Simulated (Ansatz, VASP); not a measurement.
# AlCo in VASP and in Ansatz

The input INCAR:

```
PREC     = Accurate       # precision mode
ENCUT    = 520            # plane-wave cutoff, eV
EDIFF    = 1E-6           # SCF threshold, eV
ISMEAR   = -1             # smearing method
SIGMA    = 0.08           # smearing width, eV
LREAL    = False          # projectors in reciprocal space
LASPH    = True           # aspherical terms in the spheres
NELM     = 60             # most SCF steps
ALGO     = Normal         # electronic algorithm
ISIF     = 2              # what is computed and relaxed
LWAVE    = False          # write WAVECAR
LCHARG   = True           # write CHGCAR
GGA      = PE             # functional
LELF     = True           # ELF
LVHAR    = True         
NBANDS   = 13             # bands
```

Contents of KPOINTS:

```
Automatic mesh
0
Gamma
  14 14 14
```

The input POSCAR:

```
AlCo
1.0
    2.8523779411      0.0000000000      0.0000000000
    0.0000000000      2.8523779411      0.0000000000
    0.0000000000      0.0000000000      2.8523779411
Co Al
1 1
Direct
    0.0000000000      0.0000000000      0.0000000000
    0.5000000000      0.5000000000      0.5000000000
```

Input for Ansatz:

```yaml
crystal:
  lattice:
    - [2.8523779411, 0.0, 0.0]
    - [0.0, 2.8523779411, 0.0]
    - [0.0, 0.0, 2.8523779411]
  atoms:
    - { symbol: Co, position: [0.0, 0.0, 0.0] }
    - { symbol: Al, position: [0.5, 0.5, 0.5] }
kpoints:
  mp_grid: { grid: [14, 14, 14] }
  band_path:
    path:
      - [0.0, 0.0, 0.0]
      - [0.0, 0.5, 0.0]
      - [0.5, 0.5, 0.0]
      - [0.0, 0.0, 0.0]
      - [0.5, 0.5, 0.5]
      - [0.0, 0.5, 0.0]
      - [0.5, 0.5, 0.5]
      - [0.5, 0.5, 0.0]
    npoints: 14
scf:
  occupations: { method: fermi_dirac, width: 0.08 }
hamiltonian:
  xc: pbe
  pseudopotentials: { kind: all_electron, lapw: { basis_error: 0.001 } }
output:
  forces: true
  stress: true
  eigenvalues: true
  populations: true
  dos: { projected: true, de: 0.2, e_range: [-14, 8] }
```

Alike in both runs: task single point; functional PBE; k mesh 14 × 14 × 14; occupations fermi-dirac, width 0.08 eV; no spin polarisation.

|  | VASP | Ansatz |
| --- | --- | --- |
| version | VASP 6.6.1 | Ansatz 0.2.0 |
| potentials or method | VASP PAW PBE potentials, release 64 (Co, Al), cutoff 520 eV | all-electron LAPW, scalar-relativistic |

|  | VASP | Ansatz | Ansatz less VASP |
| --- | --- | --- | --- |
| pressure (GPa) | 0.0 | 0.0 | -0.01 |

Ansatz ran all-electron here, and VASP with PAW potentials.
